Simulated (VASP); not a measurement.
# AlNi (v.f) (Pm-3m) in VASP: notebook, part 2 of 2

VASP 6.6.1.

**4. Relaxation of cell and atoms, PBE**

File INCAR:

```
SYSTEM = AlNi
  ALGO = Normal
  EDIFF = 1E-7
  EDIFFG = -0.002
  ENCUT = 600
  GGA = PE
  GGA_COMPAT = .FALSE.
  IBRION = 2
  ISIF = 3
  ISMEAR = 0
  LASPH = .TRUE.
  LCHARG = .FALSE.
  LREAL = .FALSE.
  LWAVE = .FALSE.
  NELM = 120
  NELMIN = 4
  NSW = 100
  PREC = Accurate
  SIGMA = 0.1
```

File KPOINTS:

```
k-points
0
G
  14 14 14
  0 0 0
```

File POSCAR:

```
AlNi
1.0
    2.8600000000      0.0000000000      0.0000000000
    0.0000000000      2.8600000000      0.0000000000
    0.0000000000      0.0000000000      2.8600000000
Ni Al
1 1
Direct
    0.0000000000      0.0000000000      0.0000000000
    0.5000000000      0.5000000000      0.5000000000
```

Potentials or basis: VASP PAW PBE potentials, release 64 (Ni, Al).

Run with:

```
cat potpaw_PBE.64/Ni/POTCAR potpaw_PBE.64/Al/POTCAR > POTCAR
mpirun -np 1 vasp_std > vasp.out
```

OUTCAR:

```text
SYSTEM = AlNi
   EDIFF = 1E-7
   EDIFFG = -0.002
   ENCUT = 600
   GGA = PE
   IBRION = 2
   ISIF = 3
   ISMEAR = 0
   LASPH = .TRUE.
   LREAL = .FALSE.
   NELM = 120
   NELMIN = 4
   NSW = 100
   PREC = Accurate

 ion  position               nearest neighbor table
   1  0.000  0.000  0.000-   2 2.48   2 2.48   2 2.48   2 2.48   2 2.48   2 2.48   2 2.48   2 2.48

   2  0.500  0.500  0.500-   1 2.48   1 2.48   1 2.48   1 2.48   1 2.48   1 2.48   1 2.48   1 2.48

  LATTYP: Found a simple cubic cell.
 ALAT       =     2.8600000000

  Lattice vectors:

 A1 = (   2.8600000000,   0.0000000000,   0.0000000000)
 A2 = (   0.0000000000,   2.8600000000,   0.0000000000)
 A3 = (   0.0000000000,   0.0000000000,   2.8600000000)

Analysis of symmetry for initial positions (statically):
=====================================================================
 Subroutine PRICEL returns:
 Original cell was already a primitive cell.

 Routine SETGRP: Setting up the symmetry group for a
 simple cubic supercell.

 Subroutine GETGRP returns: Found 48 space group operations
 (whereof 48 operations were pure point group operations)
 out of a pool of 48 trial point group operations.

The static configuration has the point symmetry O_h .

Analysis of symmetry for dynamics (positions and initial velocities):
=====================================================================
 Subroutine PRICEL returns:
 Original cell was already a primitive cell.

 Routine SETGRP: Setting up the symmetry group for a
 simple cubic supercell.

 Subroutine GETGRP returns: Found 48 space group operations
 (whereof 48 operations were pure point group operations)
 out of a pool of 48 trial point group operations.

The dynamic configuration has the point symmetry O_h .

 Subroutine INISYM returns: Found 48 space group operations
 (whereof 48 operations are pure point group operations),
 and found     1 'primitive' translations

----------------------------------------------------------------------------------------

                                     Primitive cell

  volume of cell :      23.3937

  direct lattice vectors                    reciprocal lattice vectors
     2.860000000  0.000000000  0.000000000     0.349650350  0.000000000  0.000000000
     0.000000000  2.860000000  0.000000000     0.000000000  0.349650350  0.000000000
     0.000000000  0.000000000  2.860000000     0.000000000  0.000000000  0.349650350

  length of vectors
     2.860000000  2.860000000  2.860000000     0.349650350  0.349650350  0.349650350

  position of ions in fractional coordinates (direct lattice)
     0.000000000  0.000000000  0.000000000
     0.500000000  0.500000000  0.500000000

  ion indices of the primitive-cell ions
   primitive index   ion index
                 1           1
                 2           2

----------------------------------------------------------------------------------------

 KPOINTS: k-points

Automatic generation of k-mesh.
 Grid dimensions read from file:
 generate k-points for:   14   14   14

 Generating k-lattice:

  Cartesian coordinates                     Fractional coordinates (reciprocal lattice)
     0.024975025  0.000000000  0.000000000     0.071428571  0.000000000  0.000000000
     0.000000000  0.024975025  0.000000000     0.000000000  0.071428571  0.000000000
     0.000000000  0.000000000  0.024975025     0.000000000  0.000000000  0.071428571

  Length of vectors
     0.024975025  0.024975025  0.024975025

  Shift w.r.t. Gamma in fractional coordinates (k-lattice)
     0.000000000  0.000000000  0.000000000

 Subroutine IBZKPT returns following result:
 ===========================================

 Found    120 irreducible k-points:

 Following reciprocal coordinates:
            Coordinates               Weight
  0.000000  0.000000  0.000000      1.000000
  0.071429  0.000000  0.000000      6.000000
  0.142857  0.000000  0.000000      6.000000
  0.214286  0.000000  0.000000      6.000000
  0.285714  0.000000  0.000000      6.000000
  0.357143  0.000000  0.000000      6.000000
[... 16 lines left out ...]
  0.285714  0.214286  0.000000     24.000000
  0.357143  0.214286  0.000000     24.000000
 [... further k-points ...]
   k-points           NKPTS =    120   k-points in BZ     NKDIM =    120   number of bands    NBANDS=     10
   number of dos      NEDOS =    301   number of ions     NIONS =      2
   total plane-waves  NPLWV =  13824
   dimension x,y,z NGX =    24 NGY =   24 NGZ =   24
   dimension x,y,z NGXF=    48 NGYF=   48 NGZF=   48
   ions per type =               1   1
   NGX,Y,Z   is equivalent  to a cutoff of  13.95, 13.95, 13.95 a.u.
   NGXF,Y,Z  is equivalent  to a cutoff of  27.90, 27.90, 27.90 a.u.
 SYSTEM =  AlNi
   PREC   = accura    normal or accurate (medium, high low for compatibility)
   ISTART =      0    job   : 0-new  1-cont  2-samecut
   ICHARG =      2    charge: 1-file 2-atom 10-const
   ISPIN  =      1    spin polarized calculation?
   LNONCOLLINEAR =      F non collinear calculations
   LSORBIT =      F    spin-orbit coupling
   LASPH  =      T    aspherical Exc in radial PAW
   ENCUT  =  600.0 eV  44.10 Ry    6.64 a.u.   5.71  5.71  5.71*2*pi/ulx,y,z
   NELM   =    120;   NELMIN=  4; NELMDL= -5     # of ELM steps
   EDIFF  = 0.1E-06   stopping-criterion for ELM
   LREAL  =      F    real-space projection
   EDIFFG = -.2E-02   stopping-criterion for IOM
   NSW    =    100    number of steps for IOM
   IBRION =      2    ionic relax: 0-MD 1-quasi-New 2-CG
   NFREE  =      1    steps in history (QN), initial steepest desc. (CG)
   ISIF   =      3    stress and relaxation
   ISYM   =      2    0-nonsym 1-usesym 2-fastsym
   POTIM  = 0.5000    time-step for ionic-motion
   TEBEG  =    0.0;   TEEND  =   0.0 temperature during run
   PSTRESS=    0.0 pullay stress
   NELECT =      13.0000    total number of electrons
   NUPDOWN=      -1.0000    fix difference up-down
   EMIN   =  10.00;   EMAX   =-10.00  energy-range for DOS
   EFERMI =   0.00;   METHOD = LEGACY
   ISMEAR =     0;   SIGMA  =   0.10  broadening in eV -4-tet -1-fermi 0-gaus
   EFERMI_NEDOS =   21; number of points for ismear=-14 and -15
   IALGO  =     38    algorithm
   IMIX   =      4    mixing-type and parameters
     AMIX     =   0.40;   BMIX     =  1.00
     AMIX_MAG =   1.60;   BMIX_MAG =  1.00
  volume/ion in A,a.u.               =      11.70        78.93
  Fermi-wavevector in a.u.,A,eV,Ry     =   1.345932  2.543443 24.647417  1.811534
  Thomas-Fermi vector in A             =   2.473805
   LORBIT       =      0    0 simple, 1 ext, 2 COOP (PROOUT), +10 PAW based schemes
   GGA     = PE    functional components
   LHFCALC =     F    Hartree Fock is set to
   AEXX    =    0.0000 exact exchange contribution
   IVDW    =     0    specifies the selected vdW correction
   LEPSILON=     F    determine dielectric tensor
   LRPA    =     F    only Hartree local field effects (RPA)
 conjugate gradient relaxation of ions
 non-spin polarized calculation
 Gauss-broadening in eV      SIGMA  =   0.10
  energy-cutoff  :      600.00
  volume of cell :       23.39
 maximum number of plane-waves:       804
 NGX is ok and might be reduce to    24
   NGX = 11   NGY = 11   NGZ = 11

--------------------------------------- Ionic step        1  -------------------------------------------

 number of electron      13.0000010 magnetization

 Free energy of the ion-electron system (eV)
  ---------------------------------------------------
  ext. energy  EPLUGINS =         0.00000000
  ---------------------------------------------------
  free energy    TOTEN  =       -10.52450339 eV

  energy without entropy =      -10.51943145  energy(sigma->0) =      -10.52196742

 E-fermi :  10.2879     XC(G=0): -12.1541

 val. band max:       10.2796384868   @ k =   0.3571   0.2143   0.0714
 cond. band min:      10.2885618200   @ k =   0.3571   0.1429   0.1429
 fundamental gap:      0.0089233332
 Fermi energy:        10.2878620864

 k-point     1 :       0.0000    0.0000    0.0000
  band No.  band energies     occupation
      1      -0.9804      2.00000
      2       6.9863      2.00000
      3       6.9863      2.00000
      4       8.7321      2.00000
      5       8.7321      2.00000
      6       8.7321      2.00000
      7      15.9127      0.00000
      8      15.9127      0.00000
      9      15.9127      0.00000
     10      18.5149      0.00000
[... 368 lines left out ...]
  energy  without entropy=      -10.5253129247  energy(sigma->0) =      -10.52791716

--------------------------------------- Ionic step        3  -------------------------------------------

 number of electron      13.0000013 magnetization

 Free energy of the ion-electron system (eV)
  ---------------------------------------------------
  ext. energy  EPLUGINS =         0.00000000
  ---------------------------------------------------
  free energy    TOTEN  =       -10.53912908 eV

  energy without entropy =      -10.53399576  energy(sigma->0) =      -10.53656242

 E-fermi :   9.8298     XC(G=0): -11.9877

 val. band max:        9.8190858792   @ k =   0.3571   0.1429   0.1429
 cond. band min:       9.8642148197   @ k =   0.3571   0.2857   0.0714
 fundamental gap:      0.0451289405
 Fermi energy:         9.8297674472

 k-point     1 :       0.0000    0.0000    0.0000
  band No.  band energies     occupation
      1      -1.1859      2.00000
      2       6.6946      2.00000
      3       6.6946      2.00000
      4       8.3451      2.00000
      5       8.3451      2.00000
      6       8.3451      2.00000
      7      15.3063      0.00000
      8      15.3063      0.00000
      9      15.3063      0.00000
     10      17.9440      0.00000
[... 328 lines left out ...]
  FREE ENERGIE OF THE ION-ELECTRON SYSTEM (eV)
  ---------------------------------------------------
  free  energy   TOTEN  =       -10.5391290756 eV

  energy  without entropy=      -10.5339957603  energy(sigma->0) =      -10.53656242

 reached required accuracy - stopping structural energy minimisation
```

OSZICAR:

```text
N       E                     dE             d eps       ncg     rms          rms(c)
DAV:   1     0.444226995178E+02    0.44423E+02   -0.63026E+03  2408   0.155E+03
DAV:   2    -0.106042452831E+02   -0.55027E+02   -0.52599E+02  2412   0.221E+02
DAV:   3    -0.119598293228E+02   -0.13556E+01   -0.13433E+01  2906   0.447E+01
DAV:   4    -0.119815269738E+02   -0.21698E-01   -0.21682E-01  2864   0.512E+00
[... 27 lines left out ...]
DAV:   5    -0.105391206053E+02    0.12929E-02   -0.49575E-03  3158   0.102E+00    0.582E-02
DAV:   6    -0.105391324606E+02   -0.11855E-04   -0.11331E-04  2482   0.127E-01    0.232E-02
DAV:   7    -0.105391298130E+02    0.26476E-05   -0.12134E-05  2766   0.614E-02    0.493E-03
DAV:   8    -0.105391291450E+02    0.66805E-06   -0.33564E-07  1826   0.728E-03    0.144E-03
DAV:   9    -0.105391290756E+02    0.69405E-07   -0.17669E-07  1306   0.446E-03
   3 F= -.10539129E+02 E0= -.10536562E+02  d E =-.146257E-01
```

CONTCAR:

```text
AlNi
   1.00000000000000
     2.8931518013881745   -0.0000000000000000    0.0000000000000000
    -0.0000000000000000    2.8931518013881745    0.0000000000000000
    -0.0000000000000000   -0.0000000000000000    2.8931518013881745
  Ni              Al
     1     1
Direct
     0.0000000000000000    0.0000000000000000    0.0000000000000000
     0.5000000000000000    0.5000000000000000    0.5000000000000000

  0.00000000E+00  0.00000000E+00  0.00000000E+00
  0.00000000E+00  0.00000000E+00  0.00000000E+00
```

It took 56 s on 1 thread of Intel Xeon Platinum 8259CL at 2.50GHz (Skylake/Cascade Lake), shared host; peak memory 0.17 GiB.

Results:

```
Free energy                            : -10.5391 eV
Relaxed volume                         : 12.11 Å³/atom
Relaxed cell                           : a = 2.893 Å, b = 2.893 Å, c = 2.893 Å, α = 90.00°, β = 90.00°, γ = 90.00°
Space group after relaxing (to 0.05 Å) : Pm-3m (No. 221)
Energy gained by relaxing              : 7.3 meV/atom
Ionic steps                            : 3
Pressure after relaxing                : 0.0 GPa
```

The path:
```csv
step,energy change (eV),largest force (eV/Å),pressure (GPa),volume (Å³)
1,0.0000,0.0000,5.88,23.39
2,-0.0060,0.0000,-4.06,24.88
3,-0.0146,0.0000,-0.02,24.22
```

Final structure:
```
Ni Al
1.0
     2.89315    0.00000    0.00000
     0.00000    2.89315    0.00000
     0.00000    0.00000    2.89315
Ni Al
1 1
Direct
  0.00000 0.00000 0.00000
  0.50000 0.50000 0.50000
```

Spin polarisation is off, so any magnetic state and its effect on volume and gap are missing.

**5. The runs side by side**

```csv
task,cell,k mesh,gap on the mesh (eV),pressure (GPa)
single point,"a = 2.860 Å, 2 atoms",6 × 6 × 6,none,6.1
single point,"a = 2.893 Å, 2 atoms",14 × 14 × 14,none,0.0
relaxation of cell and atoms,"relaxed from a = 2.860 Å, 2 atoms",14 × 14 × 14,none,0.0
```

Alike in all rows: level PBE; potentials or basis VASP PAW PBE potentials, release 64 (Ni, Al); no spin polarisation; cutoff (eV) 600; smearing gaussian 0.1 eV.

Caveats: some runs use coarse meshes.

Absolute energies hang on the potentials; compare differences alone.
